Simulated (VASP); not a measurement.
Set up this calculation in VASP 6.6.1, as the native input.

```yaml
Task: relaxation of cell and atoms
Functional: PBE
Potentials_or_basis: VASP PAW PBE potentials, release 64 (Sn_d, O)
Cutoff: 600 eV
k_mesh: 8 × 8 × 8
Occupations: gaussian, width 0.1 eV
Spin: no spin polarisation
Dipole_correction: no
Further_INCAR_settings: ALGO = Normal; EDIFF = 1e-07; IBRION = 2; EDIFFG = -0.01; NSW = 100; ISIF = 3
```

The structure of SnO2 lies in POSCAR:

```
SnO2
1.0
    0.0000000000      3.9338670575      3.9338670575
    3.9338670575      0.0000000000      3.9338670575
    3.9338670575      3.9338670575      0.0000000000
Sn O
2 4
Direct
    0.2500000000      0.2500000000      0.2500000000
    0.7500000000      0.7500000000      0.7500000000
    0.6073431733      0.1779704802      0.6073431733
    0.6073431733      0.6073431733      0.6073431733
    0.1779704802      0.6073431733      0.6073431733
    0.6073431733      0.6073431733      0.1779704802
```

These files were run (other wordings do the same):

INCAR

```
SYSTEM = SnO2
ALGO = Normal ; EDIFF = 1E-7
EDIFFG = -0.01 ; ENCUT = 600
GGA = PE ; IBRION = 2
ISIF = 3 ; ISMEAR = 0
LASPH = .True. ; LCHARG = .False.
LREAL = .False. ; LWAVE = .False.
NELM = 80 ; NSW = 100
PREC = Accurate ; SIGMA = 0.1
```

KPOINTS

```
k-points
0
Gamma
  8 8 8
  0 0 0
```

Potentials or basis: VASP PAW PBE potentials, release 64 (Sn_d, O).

Command:

```sh
$ cat potpaw_PBE.64/Sn_d/POTCAR potpaw_PBE.64/O/POTCAR > POTCAR
$ mpirun -np 1 vasp_std > vasp.out
```

It gave:

* Relaxed volume: 20.33 Å³/atom
* Relaxed cell: a = 5.567 Å, b = 5.567 Å, c = 5.567 Å, α = 60.00°, β = 60.00°, γ = 60.00°
* Space group after relaxing (to 0.05 Å): F-43m (No. 216)
* Energy gained by relaxing: 0.1 meV/atom
* Ionic steps: 3
* Pressure after relaxing: 0.0 GPa
* Band gap on the k mesh: zero (band 26 reaches 1.85 eV, above the bottom of band 27 at 1.68 eV)

Caveat: spin-orbit coupling is left out, which moves the levels of the heavy elements.

Wall time 7 min on 1 thread of Intel Xeon 6975P-C, with other jobs on the host, peak memory 0.41 GiB.
